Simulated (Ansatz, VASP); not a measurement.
# Two plane-wave programs on WC

File POSCAR:

```
WC
1.0
    2.9128406500      0.0000000000      0.0000000000
   -1.4564203300      2.5225940000      0.0000000000
    0.0000000000      0.0000000000      2.8361769500
W C
1 1
Direct
    0.0000000000      0.0000000000      0.0000000000
    0.6666666700      0.3333333300      0.5000000000
```

Contents of INCAR.step1:

```
PREC = Accurate ; ENCUT = 520
ISMEAR = -1 ; SIGMA = 0.1
LREAL = False ; LASPH = True
NELM = 100 ; NBANDS = 16
GGA = PE ; ALGO = Normal
EDIFF = 1E-4 ; LWAVE = True
LCHARG = False
```

INCAR.step2

```
PREC = Accurate ; ENCUT = 520
EDIFF = 1E-6 ; ISMEAR = -1
SIGMA = 0.1 ; LREAL = False
LASPH = True ; NELM = 100
ALGO = Normal ; ISIF = 2
LWAVE = False ; LCHARG = False
METAGGA = R2SCAN ; LMIXTAU = True
NBANDS = 16 ; ISTART = 1
```

KPOINTS

```
regular mesh
0
Gamma
  13 13 12
```

Input for Ansatz:

```yaml
crystal:
  lattice:
    - [2.91284065, 0.0, 0.0]
    - [-1.45642033, 2.522594, 0.0]
    - [0.0, 0.0, 2.83617695]
  atoms:
    - { symbol: W, position: [0.0, 0.0, 0.0] }
    - { symbol: C, position: [0.66666667, 0.33333333, 0.5] }
  symmetry: { tolerance: 0.0003 }
hamiltonian:
  xc: r2scan
  pseudopotentials: { kind: paw, azcp: { folder: soft_1 } }
basis:
  ecutwfc: 500
magnetization:
  spin_polarized: false
scf:
  occupations: { method: fermi_dirac, width: 0.1 }
kpoints:
  mp_grid: { grid: [13, 13, 12], shift: [0, 0, 0] }
  band_path:
    path:
      - [0.0, 0.0, 0.0]
      - [0.5, 0.0, 0.0]
      - [0.33333333, 0.33333333, 0.0]
      - [0.0, 0.0, 0.0]
      - [0.0, 0.0, 0.5]
      - [0.5, 0.0, 0.5]
      - [0.33333333, 0.33333333, 0.5]
      - [0.0, 0.0, 0.5]
      - [0.5, 0.0, 0.5]
      - [0.5, 0.0, 0.0]
      - [0.33333333, 0.33333333, 0.5]
    npoints: 11
output:
  forces: true
  stress: true
  eigenvalues: true
  bader: true
  populations: true
  elf: true
  write_potential: true
  write_density: true
  volumetric_format: npy
  dos:
    e_range: [-12, 8]
    de: 0.05
    projected: { site_lists: { C: [C], W: [W] } }
```

Alike in both runs: task single point; functional r2SCAN; k mesh 13 × 13 × 12; occupations fermi-dirac, width 0.1 eV; no spin polarisation.

|  | VASP | Ansatz |
| --- | --- | --- |
| version | VASP 6.6.1 | Ansatz 0.2.0 |
| potentials or method | VASP PAW PBE potentials, release 64 (W_sv, C), cutoff 520 eV | PAW plane waves |
| valence electrons in the cell | 18 | 18 |

```csv
,VASP,Ansatz,Ansatz less VASP
pressure (GPa),1.7,0.0,-1.70
"traceless stress, the component that is largest in VASP (GPa)",0.09,-0.09,-0.182
```

VASP's potentials were made for PBE, not for r2SCAN.

Neither program's run includes spin-orbit coupling.
